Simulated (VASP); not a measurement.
# P (P2/m) in VASP: single point with PBEsol

Aim: the single point of P with PBEsol.

Everything below comes from runs of VASP 6.6.1. Logs are shortened: lines on timing, memory, paths and dates and some standing lists are left out, and cuts for length are marked.

## (1) The cell of the first run

The structure is monoclinic, space group P2/m (No. 10). The conventional cell has a = 2.435 Å, b = 2.435 Å, c = 9.635 Å, α = 90.00°, β = 95.81°, γ = 90.00°. P (site symmetry m) has 7 P at 2.40 to 2.81 Å within 3.2 Å. P (site symmetry m) has 6 P at 2.40 to 2.43 Å within 3.2 Å.

## (2) Single point, PBEsol

The input, INCAR:

```
ALGO = Normal
EDIFF = 1E-6
ENCUT = 520
GGA = PS
ISIF = 2
ISMEAR = 0
LASPH = True
LCHARG = False
LREAL = False
LWAVE = False
NBANDS = 18
NELM = 80
PREC = Accurate
SIGMA = 0.15
```

The input, KPOINTS:

```
k-points
0
Gamma
  24 24 6
```

The input, POSCAR:

```
P
1.0
   -2.4347371633      0.0000000000     -0.0052449062
    0.0000000000     -2.4346254889      0.0000000000
   -1.4806467121      0.0000000000      9.5827481618
P
4
Direct
    0.4750000000      0.0000000000      0.8750000000
    0.7750000000      0.0000000000      0.3750000000
   -0.0750000000      0.0000000000      0.1250000000
   -0.3750000000      0.0000000000      0.6250000000
```

Potentials or basis: VASP PAW PBE potentials, release 64 (P).

Command:

```sh
$ cat potpaw_PBE.64/P/POTCAR > POTCAR
$ mpirun -np 1 vasp_std > vasp.out
```

OUTCAR:

```text
EDIFF = 1E-6
   ENCUT = 520
   GGA = PS
   ISIF = 2
   ISMEAR = 0
   LASPH = True
   LREAL = False
   NELM = 80
   PREC = Accurate

 ion  position               nearest neighbor table
   1  0.475  0.000  0.875-   4 2.40   3 2.59   3 2.81
   2  0.775  0.000  0.375-   3 2.40   4 2.40
   3  0.925  0.000  0.125-   2 2.40   1 2.59   1 2.81
   4  0.625  0.000  0.625-   1 2.40   2 2.40

  LATTYP: Found a simple monoclinic cell.
 ALAT       =     2.4347428126
 B/A-ratio  =     0.9999518127
 C/A-ratio  =     3.9574390855
 COS(beta)  =    -0.1011632160

  Lattice vectors:

 A1 = (  -2.4347371633,   0.0000000000,  -0.0052449062)
 A2 = (   0.0000000000,  -2.4346254889,   0.0000000000)
 A3 = (   0.9540904512,   0.0000000000,   9.5879930680)

Analysis of symmetry for initial positions (statically):
=====================================================================
 Subroutine PRICEL returns:
 Original cell was already a primitive cell.

 Routine SETGRP: Setting up the symmetry group for a
 simple monoclinic supercell.

 Subroutine GETGRP returns: Found  4 space group operations
 (whereof  2 operations were pure point group operations)
 out of a pool of  4 trial point group operations.

The static configuration has the point symmetry C_1h.
 The point group associated with its full space group is C_2h.

Analysis of symmetry for dynamics (positions and initial velocities):
=====================================================================
 Subroutine PRICEL returns:
 Original cell was already a primitive cell.

 Routine SETGRP: Setting up the symmetry group for a
 simple monoclinic supercell.

 Subroutine GETGRP returns: Found  4 space group operations
 (whereof  2 operations were pure point group operations)
 out of a pool of  4 trial point group operations.

The dynamic configuration has the point symmetry C_1h.
 The point group associated with its full space group is C_2h.

 Subroutine INISYM returns: Found  4 space group operations
 (whereof  2 operations are pure point group operations),
 and found     1 'primitive' translations

----------------------------------------------------------------------------------------

                                     Primitive cell

  volume of cell :      56.8223

  direct lattice vectors                    reciprocal lattice vectors
    -2.434737163  0.000000000 -0.005244906    -0.410585289  0.000000000 -0.063440231
     0.000000000 -2.434625489  0.000000000     0.000000000 -0.410740791  0.000000000
    -1.480646712  0.000000000  9.582748162    -0.000224725  0.000000000  0.104319475

  length of vectors
     2.434742813  2.434625489  9.696462088     0.415457510  0.410740791  0.104319718

  position of ions in fractional coordinates (direct lattice)
     0.475000000  0.000000000  0.875000000
     0.775000000  0.000000000  0.375000000
     0.925000000  0.000000000  0.125000000
     0.625000000  0.000000000  0.625000000

  ion indices of the primitive-cell ions
   primitive index   ion index
                 1           1
                 2           2
                 3           3
                 4           4

----------------------------------------------------------------------------------------

 KPOINTS: k-points

Automatic generation of k-mesh.
 Grid dimensions read from file:
 generate k-points for:   24   24    6

 Generating k-lattice:

  Cartesian coordinates                     Fractional coordinates (reciprocal lattice)
    -0.017107720  0.000000000 -0.002643343     0.041666667  0.000000000  0.000000000
     0.000000000 -0.017114200  0.000000000     0.000000000  0.041666667  0.000000000
    -0.000037454  0.000000000  0.017386579     0.000000000  0.000000000  0.166666667

  Length of vectors
     0.017310730  0.017114200  0.017386620

  Shift w.r.t. Gamma in fractional coordinates (k-lattice)
     0.000000000  0.000000000  0.000000000

 Subroutine IBZKPT returns following result:
 ===========================================

 Found    962 irreducible k-points:

 Following reciprocal coordinates:
            Coordinates               Weight
  0.000000  0.000000  0.000000      1.000000
  0.041667  0.000000 -0.000000      2.000000
  0.083333  0.000000 -0.000000      2.000000
  0.125000  0.000000  0.000000      2.000000
  0.166667  0.000000 -0.000000      2.000000
  0.208333  0.000000  0.000000      2.000000
[... 16 lines left out ...]
  0.375000  0.041667 -0.000000      4.000000
  0.416667  0.041667  0.000000      4.000000
 [... further k-points ...]
   k-points           NKPTS =    962   k-points in BZ     NKDIM =    962   number of bands    NBANDS=     18
   number of dos      NEDOS =    301   number of ions     NIONS =      4
   total plane-waves  NPLWV =  23328
   dimension x,y,z NGX =    18 NGY =   18 NGZ =   72
   dimension x,y,z NGXF=    36 NGYF=   36 NGZF=  144
   ions per type =               4
   NGX,Y,Z   is equivalent  to a cutoff of  12.29, 12.29, 12.34 a.u.
   NGXF,Y,Z  is equivalent  to a cutoff of  24.58, 24.58, 24.69 a.u.
 SYSTEM =  unknown system
   PREC   = accura    normal or accurate (medium, high low for compatibility)
   ISTART =      0    job   : 0-new  1-cont  2-samecut
   ICHARG =      2    charge: 1-file 2-atom 10-const
   ISPIN  =      1    spin polarized calculation?
   LNONCOLLINEAR =      F non collinear calculations
   LSORBIT =      F    spin-orbit coupling
   LASPH  =      T    aspherical Exc in radial PAW
   ENCUT  =  520.0 eV  38.22 Ry    6.18 a.u.   4.53  4.53 18.03*2*pi/ulx,y,z
   NELM   =     80;   NELMIN=  2; NELMDL= -5     # of ELM steps
   EDIFF  = 0.1E-05   stopping-criterion for ELM
   LREAL  =      F    real-space projection
   EDIFFG = 0.1E-04   stopping-criterion for IOM
   NSW    =      0    number of steps for IOM
   IBRION =     -1    ionic relax: 0-MD 1-quasi-New 2-CG
   NFREE  =      0    steps in history (QN), initial steepest desc. (CG)
   ISIF   =      2    stress and relaxation
   ISYM   =      2    0-nonsym 1-usesym 2-fastsym
   POTIM  = 0.5000    time-step for ionic-motion
   TEBEG  =    0.0;   TEEND  =   0.0 temperature during run
   PSTRESS=    0.0 pullay stress
   NELECT =      20.0000    total number of electrons
   NUPDOWN=      -1.0000    fix difference up-down
   EMIN   =  10.00;   EMAX   =-10.00  energy-range for DOS
   EFERMI =   0.00;   METHOD = LEGACY
   ISMEAR =     0;   SIGMA  =   0.15  broadening in eV -4-tet -1-fermi 0-gaus
   EFERMI_NEDOS =   21; number of points for ismear=-14 and -15
   IALGO  =     38    algorithm
   IMIX   =      4    mixing-type and parameters
     AMIX     =   0.40;   BMIX     =  1.00
     AMIX_MAG =   1.60;   BMIX_MAG =  1.00
  volume/ion in A,a.u.               =      14.21        95.86
  Fermi-wavevector in a.u.,A,eV,Ry     =   1.155878  2.184292 18.178108  1.336053
  Thomas-Fermi vector in A             =   2.292503
   LORBIT       =      0    0 simple, 1 ext, 2 COOP (PROOUT), +10 PAW based schemes
   GGA     = PS    functional components
   LHFCALC =     F    Hartree Fock is set to
   AEXX    =    0.0000 exact exchange contribution
   IVDW    =     0    specifies the selected vdW correction
   LEPSILON=     F    determine dielectric tensor
   LRPA    =     F    only Hartree local field effects (RPA)
 non-spin polarized calculation
 Gauss-broadening in eV      SIGMA  =   0.15
  energy-cutoff  :      520.00
  volume of cell :       56.82
 maximum number of plane-waves:      1563
   NGX =  9   NGY =  9   NGZ = 35

 number of electron      19.9999994 magnetization

 Free energy of the ion-electron system (eV)
  ---------------------------------------------------
  ext. energy  EPLUGINS =         0.00000000
  ---------------------------------------------------
  free energy    TOTEN  =       -22.75525672 eV

  energy without entropy =      -22.73957842  energy(sigma->0) =      -22.74741757

 E-fermi :   9.9857     XC(G=0): -11.5006

 val. band max:        9.9855047905   @ k =  -0.1250   0.1667   0.3333
 cond. band min:       9.9866603149   @ k =   0.5000   0.4583   0.0000
 fundamental gap:      0.0011555244
 Fermi energy:         9.9856993719

 k-point     1 :       0.0000    0.0000    0.0000
  band No.  band energies     occupation
      1      -6.7995      2.00000
      2      -5.3448      2.00000
      3      -5.3055      2.00000
      4      -2.1482      2.00000
      5       1.0759      2.00000
      6       6.9351      2.00000
[... 10 lines left out ...]
     17      17.3093      0.00000
     18      17.5170      0.00000

 k-point     2 :       0.0417    0.0000   -0.0000
  band No.  band energies     occupation
      1      -6.7583      2.00000
      2      -5.3599      2.00000
      3      -5.2087      2.00000
      4      -2.1144      2.00000
      5       1.1209      2.00000
      6       6.8211      2.00000
[... 10 lines left out ...]
     17      17.8579      0.00000
     18      18.0001      0.00000

 k-point     3 :       0.0833    0.0000   -0.0000
  band No.  band energies     occupation
      1      -6.6348      2.00000
      2      -5.3091      2.00000
      3      -5.0145      2.00000
      4      -2.0133      2.00000
      5       1.2554      2.00000
      6       6.7193      2.00000
[... 10 lines left out ...]
     17      18.0443      0.00000
     18      19.0105      0.00000

 k-point     4 :       0.1250    0.0000    0.0000
  band No.  band energies     occupation
      1      -6.4296      2.00000
      2      -5.1781      2.00000
      3      -4.7385      2.00000
      4      -1.8448      2.00000
      5       1.4778      2.00000
      6       6.6805      2.00000
[... 375 lines left out ...]
      4      -0.0014      2.00000
      5       3.7082      2.00000
      6       4.3777      2.00000
[... 10 lines left out ...]
     17      17.8283      0.00000
     18      19.0386      0.00000

 k-point    23 :       0.3750    0.0417   -0.0000
  band No.  band energies     occupation
      1      -3.5729      2.00000
      2      -2.7899      2.00000
      3      -1.4721      2.00000
      4       0.4981      2.00000
      5       3.2488      2.00000
      6       3.5061      2.00000
[... 10 lines left out ...]
     17      18.2736      0.00000
     18      19.3239      0.00000

 k-point    24 :       0.4167    0.0417    0.0000
  band No.  band energies     occupation
      1      -2.9263      2.00000
      2      -2.2334      2.00000
      3      -0.7651      2.00000
      4       0.9352      2.00000
      5       2.3180      2.00000
      6       2.6202      2.00000
[... 10 lines left out ...]
     17      18.6804      0.00000
     18      19.5551      0.00000

 [... further k-points ...]
[... 5 lines left out ...]
  --------------------------------------------------------------------------------------
  -------------------------------------------------------------------------------------
  Total       -0.0788631     -0.1857412      1.0909637      0.0000000      0.0000000     -1.0036461
  in kB       -2.2236451     -5.2372090     30.7611117      0.0000000      0.0000000    -28.2990811
  external PRESSURE =       7.7667525 kB  Pullay stress =       0.0000000 kB

 VOLUME and BASIS-vectors are now :
 -----------------------------------------------------------------------------
  energy-cutoff  :      520.00
  volume of cell :       56.82
      direct lattice vectors                 reciprocal lattice vectors
    -2.434737163  0.000000000 -0.005244906    -0.410585289  0.000000000 -0.063440231
     0.000000000 -2.434625489  0.000000000     0.000000000 -0.410740791  0.000000000
    -1.480646712  0.000000000  9.582748162    -0.000224725  0.000000000  0.104319475

 POSITION                                       TOTAL-FORCE (eV/Angst)
 -----------------------------------------------------------------------------------
     -2.45207      0.00000      8.38241         0.338692      0.000000     -0.444625
     -2.44216      0.00000      3.58947        -0.028410      0.000000     -0.260209
     -2.43721      0.00000      1.19299        -0.338692      0.000000      0.444625
     -2.44711      0.00000      5.98594         0.028410      0.000000      0.260209
 -----------------------------------------------------------------------------------
    total drift:                                0.000002     -0.000000      0.000001

  FREE ENERGIE OF THE ION-ELECTRON SYSTEM (eV)
  ---------------------------------------------------
  free  energy   TOTEN  =       -22.7552567214 eV

  energy  without entropy=      -22.7395784193  energy(sigma->0) =      -22.74741757
```

Run time: 5.5 min. Hardware: 1 thread of Intel Xeon 6975P-C (Granite Rapids), shared host; peak memory 0.7 GiB.

What came out:

```yaml
Free_energy: -22.7553 eV
Pressure: 0.8 GPa
Largest_force: 0.559 eV/Å
Band_gap_on_the_k_mesh: zero (band 10 reaches 15.21 eV, above the bottom of band 11 at 6.93 eV)
```

Forces in eV/Å, atoms in the order of the input:
```
P    0.339  0.000 -0.445
P   -0.028  0.000 -0.260
P   -0.339  0.000  0.445
P    0.028  0.000  0.260
```

Stress tensor (GPa, compression positive):
```
-0.22  0.00 -2.83
 0.00 -0.52  0.00
-2.83  0.00  3.08
```

Caveat: the PAW data sets were made with another functional, which shifts forces and pressure a little.
